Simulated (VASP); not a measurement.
# Sb in VASP: a series of runs

Sb is run at these levels: PBE; tasks: single point.

Everything below comes from runs of VASP 6.6.1. Logs are shortened: lines on timing, memory, paths and dates and some standing lists are left out, and cuts for length are marked.

## 1. The cell of the first run

The cell holds a slab with vacuum, 6 atoms: a = 3.389 Å, b = 3.389 Å, c = 29.835 Å, α = 90.00°, β = 90.00°, γ = 120.00°.

## 2. Single point, PBE

The input, INCAR:

```
PREC = Accurate
ENCUT = 520
EDIFF = 1E-6
ISMEAR = -1
SIGMA = 0.1
LREAL = False
LASPH = True
NELM = 100
ALGO = Normal
ISIF = 2
LWAVE = False
LCHARG = False
LDIPOL = True
IDIPOL = 3
DIPOL = 0.5 0.5 0.500
GGA = PE
NBANDS = 24
```

The input, KPOINTS:

```
Automatic mesh
0
Gamma
  11 11 1
```

The input, POSCAR:

```
Sb
1.0
    3.3888387686      0.0000000000      0.0000000000
   -1.6944193843      2.9348204630      0.0000000000
    0.0000000000      0.0000000000     29.8349000000
Sb
6
Direct
    0.1666666665      0.3333333335      0.2681427397
    0.5000000005      0.9999999995      0.3608856437
    0.8333333335      0.6666666665      0.4536285476
    0.1666666665      0.3333333335      0.5463714516
    0.5000000005      0.9999999995      0.6391143563
    0.8333333335      0.6666666665      0.7318572603
```

Potentials or basis: VASP PAW PBE potentials, release 64 (Sb).

Started as:

```sh
$ cat potpaw_PBE.64/Sb/POTCAR > POTCAR
$ mpirun -np 1 vasp_std > vasp.out
```

OUTCAR:

```text
PREC = Accurate
   ENCUT = 520
   EDIFF = 1E-6
   ISMEAR = -1
   LREAL = False
   LASPH = True
   NELM = 100
   ISIF = 2
   GGA = PE

 ion  position               nearest neighbor table
   1  0.167  0.333  0.268-   2 3.39   2 3.39   2 3.39
   2  0.500  1.000  0.361-   3 3.39   3 3.39   3 3.39   1 3.39   1 3.39   1 3.39
   3  0.833  0.667  0.454-   2 3.39   2 3.39   2 3.39   4 3.39   4 3.39   4 3.39
   4  0.167  0.333  0.546-   3 3.39   3 3.39   3 3.39   5 3.39   5 3.39   5 3.39
   5  0.500  1.000  0.639-   6 3.39   6 3.39   6 3.39   4 3.39   4 3.39   4 3.39
   6  0.833  0.667  0.732-   5 3.39   5 3.39   5 3.39

  LATTYP: Found a hexagonal cell.
 ALAT       =     3.3888387686
 C/A-ratio  =     8.8038711893

  Lattice vectors:

 A1 = (   3.3888387686,   0.0000000000,   0.0000000000)
 A2 = (  -1.6944193843,   2.9348204630,   0.0000000000)
 A3 = (   0.0000000000,   0.0000000000,  29.8349000000)

Analysis of symmetry for initial positions (statically):
=====================================================================
 Subroutine PRICEL returns:
 Original cell was already a primitive cell.

 Routine SETGRP: Setting up the symmetry group for a
 hexagonal supercell.

 Subroutine GETGRP returns: Found 12 space group operations
 (whereof  4 operations were pure point group operations)
 out of a pool of 24 trial point group operations.

The static configuration has the point symmetry C_2h.
 The point group associated with its full space group is D_3d.

Analysis of symmetry for dynamics (positions and initial velocities):
=====================================================================
 Subroutine PRICEL returns:
 Original cell was already a primitive cell.

 Routine SETGRP: Setting up the symmetry group for a
 hexagonal supercell.

 Subroutine GETGRP returns: Found 12 space group operations
 (whereof  4 operations were pure point group operations)
 out of a pool of 24 trial point group operations.

The dynamic configuration has the point symmetry C_2h.
 The point group associated with its full space group is D_3d.

 Subroutine INISYM returns: Found 12 space group operations
 (whereof  4 operations are pure point group operations),
 and found     1 'primitive' translations

----------------------------------------------------------------------------------------

                                     Primitive cell

  volume of cell :     296.7270

  direct lattice vectors                    reciprocal lattice vectors
     3.388838769  0.000000000  0.000000000     0.295086331  0.170368173  0.000000000
    -1.694419384  2.934820463  0.000000000     0.000000000  0.340736346  0.000000000
     0.000000000  0.000000000 29.834900000     0.000000000  0.000000000  0.033517793

  length of vectors
     3.388838769  3.388838769 29.834900000     0.340736346  0.340736346  0.033517793

  position of ions in fractional coordinates (direct lattice)
     0.166666666  0.333333334  0.268142740
     0.500000001  0.999999999  0.360885644
     0.833333334  0.666666666  0.453628548
     0.166666666  0.333333334  0.546371452
     0.500000001  0.999999999  0.639114356
     0.833333334  0.666666666  0.731857260

  ion indices of the primitive-cell ions
   primitive index   ion index
                 1           1
                 2           2
                 3           3
                 4           4
                 5           5
                 6           6

----------------------------------------------------------------------------------------

 KPOINTS: Automatic mesh

Automatic generation of k-mesh.
 Grid dimensions read from file:
 generate k-points for:   11   11    1

 Generating k-lattice:

  Cartesian coordinates                     Fractional coordinates (reciprocal lattice)
     0.026826030  0.015488016  0.000000000     0.090909091  0.000000000  0.000000000
     0.000000000  0.030976031  0.000000000     0.000000000  0.090909091  0.000000000
     0.000000000  0.000000000  0.033517793     0.000000000  0.000000000  1.000000000

  Length of vectors
     0.030976031  0.030976031  0.033517793

  Shift w.r.t. Gamma in fractional coordinates (k-lattice)
     0.000000000  0.000000000  0.000000000

 Subroutine IBZKPT returns following result:
 ===========================================

 Found     16 irreducible k-points:

 Following reciprocal coordinates:
            Coordinates               Weight
  0.000000  0.000000  0.000000      1.000000
  0.090909  0.000000  0.000000      6.000000
  0.181818  0.000000  0.000000      6.000000
  0.272727  0.000000  0.000000      6.000000
  0.363636  0.000000  0.000000      6.000000
  0.454545  0.000000  0.000000      6.000000
[... 8 lines left out ...]
  0.272727  0.272727  0.000000      6.000000
  0.363636  0.272727  0.000000      6.000000
   k-points           NKPTS =     16   k-points in BZ     NKDIM =     16   number of bands    NBANDS=     24
   number of dos      NEDOS =    301   number of ions     NIONS =      6
   total plane-waves  NPLWV = 175616
   dimension x,y,z NGX =    28 NGY =   28 NGZ =  224
   dimension x,y,z NGXF=    56 NGYF=   56 NGZF=  448
   ions per type =               6
   NGX,Y,Z   is equivalent  to a cutoff of  13.74, 13.74, 12.48 a.u.
   NGXF,Y,Z  is equivalent  to a cutoff of  27.47, 27.47, 24.96 a.u.
 SYSTEM =  unknown system
   PREC   = accura    normal or accurate (medium, high low for compatibility)
   ISTART =      0    job   : 0-new  1-cont  2-samecut
   ICHARG =      2    charge: 1-file 2-atom 10-const
   ISPIN  =      1    spin polarized calculation?
   LNONCOLLINEAR =      F non collinear calculations
   LSORBIT =      F    spin-orbit coupling
   LASPH  =      T    aspherical Exc in radial PAW
   ENCUT  =  520.0 eV  38.22 Ry    6.18 a.u.   6.30  6.30 55.47*2*pi/ulx,y,z
   NELM   =    100;   NELMIN=  2; NELMDL= -5     # of ELM steps
   EDIFF  = 0.1E-05   stopping-criterion for ELM
   LREAL  =      F    real-space projection
   EDIFFG = 0.1E-04   stopping-criterion for IOM
   NSW    =      0    number of steps for IOM
   IBRION =     -1    ionic relax: 0-MD 1-quasi-New 2-CG
   NFREE  =      0    steps in history (QN), initial steepest desc. (CG)
   ISIF   =      2    stress and relaxation
   ISYM   =      2    0-nonsym 1-usesym 2-fastsym
   POTIM  = 0.5000    time-step for ionic-motion
   TEBEG  =    0.0;   TEEND  =   0.0 temperature during run
   PSTRESS=    0.0 pullay stress
   NELECT =      30.0000    total number of electrons
   NUPDOWN=      -1.0000    fix difference up-down
   EMIN   =  10.00;   EMAX   =-10.00  energy-range for DOS
   EFERMI =   0.00;   METHOD = LEGACY
   ISMEAR =    -1;   SIGMA  =   0.10  broadening in eV -4-tet -1-fermi 0-gaus
   EFERMI_NEDOS =   21; number of points for ismear=-14 and -15
   IALGO  =     38    algorithm
   IMIX   =      4    mixing-type and parameters
     AMIX     =   0.40;   BMIX     =  1.00
     AMIX_MAG =   1.60;   BMIX_MAG =  1.00
  volume/ion in A,a.u.               =      49.45       333.74
  Fermi-wavevector in a.u.,A,eV,Ry     =   0.762658  1.441214  7.913782  0.581647
  Thomas-Fermi vector in A             =   1.862167
   LORBIT       =      0    0 simple, 1 ext, 2 COOP (PROOUT), +10 PAW based schemes
   GGA     = PE    functional components
   LHFCALC =     F    Hartree Fock is set to
   AEXX    =    0.0000 exact exchange contribution
   IVDW    =     0    specifies the selected vdW correction
   LEPSILON=     F    determine dielectric tensor
   LRPA    =     F    only Hartree local field effects (RPA)
 non-spin polarized calculation
  energy-cutoff  :      520.00
  volume of cell :      296.73
 maximum number of plane-waves:      8037
 NGX is ok and might be reduce to    28
   NGX = 13   NGY = 13   NGZ =111

 number of electron      30.0000000 magnetization

 dipolmoment           0.000000      0.000000      0.000000 electrons x Angstroem

 Free energy of the ion-electron system (eV)
  ---------------------------------------------------
  ext. energy  EPLUGINS =         0.00000000
  ---------------------------------------------------
  free energy    TOTEN  =       -22.61010211 eV

  energy without entropy =      -22.44870722  energy(sigma->0) =      -22.52940466

 E-fermi :   2.6763     XC(G=0):  -6.1737

 val. band max:        2.6695103591   @ k =   0.3636   0.0000   0.0000
 cond. band min:       2.7266616257   @ k =   0.1818   0.0000   0.0000
 fundamental gap:      0.0571512666
 Fermi energy:         2.6763188180

 k-point     1 :       0.0000    0.0000    0.0000
  band No.  band energies     occupation
      1      -9.9711      2.00000
      2      -9.6304      2.00000
      3      -9.0294      2.00000
      4      -8.2897      2.00000
      5      -7.4748      2.00000
      6      -6.7480      2.00000
[... 16 lines left out ...]
     23       7.5592      0.00000
     24       7.5592      0.00000

 k-point     2 :       0.0909    0.0000    0.0000
  band No.  band energies     occupation
      1      -9.8290      2.00000
      2      -9.4890      2.00000
      3      -8.8894      2.00000
      4      -8.1522      2.00000
      5      -7.3418      2.00000
      6      -6.6210      2.00000
[... 16 lines left out ...]
     23       6.9828      0.00000
     24       7.2701      0.00000

 k-point     3 :       0.1818    0.0000    0.0000
  band No.  band energies     occupation
      1      -9.4053      2.00000
      2      -9.0678      2.00000
      3      -8.4732      2.00000
      4      -7.7449      2.00000
      5      -6.9502      2.00000
      6      -6.2502      2.00000
[... 16 lines left out ...]
     23       6.9204      0.00000
     24       7.1305      0.00000

 k-point     4 :       0.2727    0.0000    0.0000
  band No.  band energies     occupation
      1      -8.7103      2.00000
      2      -8.3791      2.00000
      3      -7.7968      2.00000
      4      -7.0899      2.00000
      5      -6.3331      2.00000
      6      -5.6837      2.00000
[... 16 lines left out ...]
     23       6.2836      0.00000
     24       6.7957      0.00000

 k-point     5 :       0.3636    0.0000    0.0000
  band No.  band energies     occupation
      1      -7.7767      2.00000
      2      -7.4632      2.00000
      3      -6.9159      2.00000
      4      -6.2695      2.00000
      5      -5.6179      2.00000
      6      -5.1053      2.00000
[... 16 lines left out ...]
     23       5.7710      0.00000
     24       6.3035      0.00000

 k-point     6 :       0.4545    0.0000    0.0000
  band No.  band energies     occupation
      1      -6.7360      2.00000
      2      -6.5017      2.00000
      3      -6.1083      2.00000
      4      -5.6754      2.00000
      5      -5.2654      2.00000
      6      -4.9600      2.00000
[... 16 lines left out ...]
     23       5.4941      0.00000
     24       6.0321      0.00000
[... 163 lines left out ...]
 k-point    13 :       0.2727    0.1818    0.0000
  band No.  band energies     occupation
      1      -7.3856      2.00000
      2      -7.0809      2.00000
      3      -6.5509      2.00000
      4      -5.9347      2.00000
      5      -5.3371      2.00000
      6      -4.8935      2.00000
[... 16 lines left out ...]
     23       4.8721      0.00000
     24       5.8647      0.00000

 k-point    14 :       0.3636    0.1818    0.0000
  band No.  band energies     occupation
      1      -6.3728      2.00000
      2      -6.1519      2.00000
      3      -5.7844      2.00000
      4      -5.3946      2.00000
      5      -5.0585      2.00000
      6      -4.8427      2.00000
[... 16 lines left out ...]
     23       4.6565      0.00000
     24       5.2476      0.00000

 k-point    15 :       0.2727    0.2727    0.0000
  band No.  band energies     occupation
      1      -6.4371      2.00000
      2      -6.1837      2.00000
      3      -5.7550      2.00000
      4      -5.3036      2.00000
      5      -4.9577      2.00000
      6      -4.7766      2.00000
[... 16 lines left out ...]
     23       4.2412      0.00000
     24       5.0614      0.00000

 k-point    16 :       0.3636    0.2727    0.0000
  band No.  band energies     occupation
      1      -5.6443      2.00000
      2      -5.5874      2.00000
      3      -5.4163      2.00000
      4      -5.1836      2.00000
      5      -4.9795      2.00000
      6      -4.9388      2.00000
[... 16 lines left out ...]
     23       4.2595      0.00000
     24       4.4298      0.00000

------------------------ aborting loop because EDIFF is reached ----------------------------------------

 vacuum level on the upper side and lower side of the slab       (xc-potential included)        -0.176        -0.176

  FORCE on cell =-STRESS in cart. coord.  units (eV):
  Direction    XX          YY          ZZ          XY          YZ          ZX
  --------------------------------------------------------------------------------------
  -------------------------------------------------------------------------------------
  Total       -1.8310624     -1.8310624     -0.9496079     -0.0000000      0.0000000      0.0000000
  in kB       -9.8868213     -9.8868213     -5.1274080     -0.0000000      0.0000000      0.0000000
  external PRESSURE =      -8.3003502 kB  Pullay stress =       0.0000000 kB

 VOLUME and BASIS-vectors are now :
 -----------------------------------------------------------------------------
  energy-cutoff  :      520.00
  volume of cell :      296.73
      direct lattice vectors                 reciprocal lattice vectors
     3.388838769  0.000000000  0.000000000     0.295086331  0.170368173  0.000000000
    -1.694419384  2.934820463  0.000000000     0.000000000  0.340736346  0.000000000
     0.000000000  0.000000000 29.834900000     0.000000000  0.000000000  0.033517793

 POSITION                                       TOTAL-FORCE (eV/Angst)
 -----------------------------------------------------------------------------------
     -0.00000      0.97827      8.00001        -0.000000     -0.000000      0.198874
      0.00000      2.93482     10.76699         0.000000      0.000000     -0.277437
      1.69442      1.95655     13.53396        -0.000000      0.000000      0.173070
     -0.00000      0.97827     16.30094        -0.000000     -0.000000     -0.173070
      0.00000      2.93482     19.06791         0.000000     -0.000000      0.277437
      1.69442      1.95655     21.83489        -0.000000      0.000000     -0.198874
 -----------------------------------------------------------------------------------
    total drift:                               -0.000000      0.000000      0.000009

  FREE ENERGIE OF THE ION-ELECTRON SYSTEM (eV)
  ---------------------------------------------------
  free  energy   TOTEN  =       -22.6101021071 eV

  energy  without entropy=      -22.4487072216  energy(sigma->0) =      -22.52940466

 vacuum level on the upper side and lower side of the slab         6.861         6.861
```

It took 3.2 min on 1 thread of Intel Xeon 6975P-C (Granite Rapids), shared host; peak memory 0.43 GiB.

What came out:

| Property | Result |
| --- | --- |
| Free energy | -22.6101 eV |
| Largest force | 0.277 eV/Å |
| Band gap on the k mesh | zero (bands 15 and 16 overlap by 6.10 eV) |

Forces on the atoms (eV/Å):
```
Sb   0.000  0.000  0.199
Sb   0.000  0.000 -0.277
Sb   0.000  0.000  0.173
Sb   0.000  0.000 -0.173
Sb   0.000  0.000  0.277
Sb   0.000  0.000 -0.199
```

Caveat: spin-orbit coupling is left out, which moves the levels of the heavy elements.

## 3. Single point, PBE

The input, INCAR:

```
SYSTEM = Sb
  ALGO = Normal
  DIPOL = 0.5 0.5 0.500
  EDIFF = 1E-7
  ENCUT = 520
  GGA = PE
  IDIPOL = 3
  ISIF = 2
  ISMEAR = -1
  LASPH = .True.
  LCHARG = .False.
  LDIPOL = .True.
  LREAL = .False.
  LWAVE = .False.
  NBANDS = 24
  NELM = 60
  PREC = Accurate
  SIGMA = 0.1
```

The input, KPOINTS:

```
k-points
0
Gamma
  11 11 1
  0 0 0
```

POSCAR is that of step 2.

Potentials or basis: VASP PAW PBE potentials, release 64 (Sb).

Started as:

```sh
$ cat potpaw_PBE.64/Sb/POTCAR > POTCAR
$ mpirun -np 1 vasp_std > vasp.out
```

Wall time 3 min (1 thread of Intel Xeon 6975P-C (Granite Rapids), shared host); peak memory 0.45 GiB.

It converged, with:

| Quantity | Value |
| --- | --- |
| Free energy | -22.6101 eV |
| Largest force | 0.277 eV/Å |
| Band gap on the k mesh | zero (bands 15 and 16 overlap by 6.10 eV) |

Forces in eV/Å, atoms in the order of the input:
```
Sb   0.000  0.000  0.199
Sb   0.000  0.000 -0.277
Sb   0.000  0.000  0.173
Sb   0.000  0.000 -0.173
Sb   0.000  0.000  0.277
Sb   0.000  0.000 -0.199
```

Levels at points of the mesh, in eV from the Fermi level:
```csv
k point,band 11,band 12,band 13,band 14,band 15,band 16,band 17,band 18,band 19,band 20
"(0.00, 0.00, 0.00)",1.59,3.35,3.59,3.59,3.79,3.79,3.95,4.15,4.15,4.51
```

Caveat: spin-orbit coupling is left out, which moves the levels of the heavy elements.

## 4. Single point, PBE

The input, INCAR:

```
PREC = Accurate
ENCUT = 520
EDIFF = 1E-7
ISMEAR = -1
SIGMA = 0.1
LREAL = F
LASPH = T
NELM = 60
ALGO = Normal
ISIF = 2
LWAVE = F
LCHARG = F
LDIPOL = T
IDIPOL = 3
DIPOL = 0.5 0.5 0.500
GGA = PE
NBANDS = 24
```

The input, KPOINTS:

```
Automatic mesh
0
Gamma
  11 11 1
```

The input, POSCAR:

```
Sb
1.0
    3.3888387686      0.0000000000      0.0000000000
   -1.6944193843      2.9348204630      0.0000000000
    0.0000000000      0.0000000000     29.8349000000
Sb
6
Direct
    0.1666666667      0.3333333333      0.2734209543
    0.5000000000      1.0000000000      0.3558243179
    0.8333333333      0.6666666667      0.4587858240
    0.1666666667      0.3333333333      0.5412141793
    0.5000000000      1.0000000000      0.6441756807
    0.8333333333      0.6666666667      0.7265790430
```

Started as:

```sh
$ cat potpaw_PBE.64/Sb/POTCAR > POTCAR
$ mpirun -np 1 vasp_std > vasp.out
```

Run time: 3 min. Hardware: 1 thread of Intel Xeon 6975P-C (Granite Rapids), shared host; peak memory 0.43 GiB.

The run converged. Its results:

```
Free energy            : -22.7375 eV
Largest force          : 0.005 eV/Å
Band gap on the k mesh : zero (bands 15 and 16 overlap by 5.41 eV)
```

Forces on the atoms (eV/Å):
```
Sb   0.000  0.000 -0.001
Sb   0.000  0.000  0.003
Sb   0.000  0.000 -0.005
Sb   0.000  0.000  0.005
Sb   0.000  0.000 -0.003
Sb   0.000  0.000  0.001
```

Levels at points of the mesh, in eV from the Fermi level:
| k point | band 11 | band 12 | band 13 | band 14 | band 15 | band 16 | band 17 | band 18 | band 19 | band 20 |
| --- | --- | --- | --- | --- | --- | --- | --- | --- | --- | --- |
| (0.00, 0.00, 0.00) | 1.77 | 3.30 | 3.31 | 3.31 | 3.45 | 3.45 | 3.56 | 3.56 | 3.75 | 4.50 |

Caveat: spin-orbit coupling is left out, which moves the levels of the heavy elements.

## 5. Single point, PBE

The input, INCAR:

```
SYSTEM = Sb
PREC = Accurate
ENCUT = 520
EDIFF = 1E-6
ISMEAR = -1
SIGMA = 0.1
LREAL = .FALSE.
LASPH = .TRUE.
NELM = 100
ALGO = Normal
ISIF = 2
LWAVE = .FALSE.
LCHARG = .FALSE.
LDIPOL = .TRUE.
IDIPOL = 3
DIPOL = 0.5 0.5 0.500
GGA = PE
NBANDS = 24
```

The input, KPOINTS:

```
regular mesh
0
G
  11 11 1
  0 0 0
```

POSCAR is that of step 4.

Started as:

```sh
$ cat potpaw_PBE.64/Sb/POTCAR > POTCAR
$ mpirun -np 1 vasp_std > vasp.out
```

Wall time 2.7 min (1 thread of Intel Xeon 6975P-C (Granite Rapids), shared host); peak memory 0.45 GiB.

The run converged. Its results:

```yaml
Free_energy: -22.7375 eV
Largest_force: 0.005 eV/Å
Band_gap_on_the_k_mesh: zero (bands 15 and 16 overlap by 5.41 eV)
```

Forces on the atoms (eV/Å):
```
Sb   0.000  0.000 -0.001
Sb   0.000  0.000  0.003
Sb   0.000  0.000 -0.005
Sb   0.000  0.000  0.005
Sb   0.000  0.000 -0.003
Sb   0.000  0.000  0.001
```

Levels at points of the mesh, in eV from the Fermi level:
```csv
k point,band 12,band 13,band 14,band 15,band 16,band 17,band 18,band 19
"(0.00, 0.00, 0.00)",3.30,3.31,3.31,3.45,3.45,3.56,3.56,3.75
```

Caveat: spin-orbit coupling is left out, which moves the levels of the heavy elements.

The gap in the log of VASP goes by the Fermi energy; the results here count the filled bands.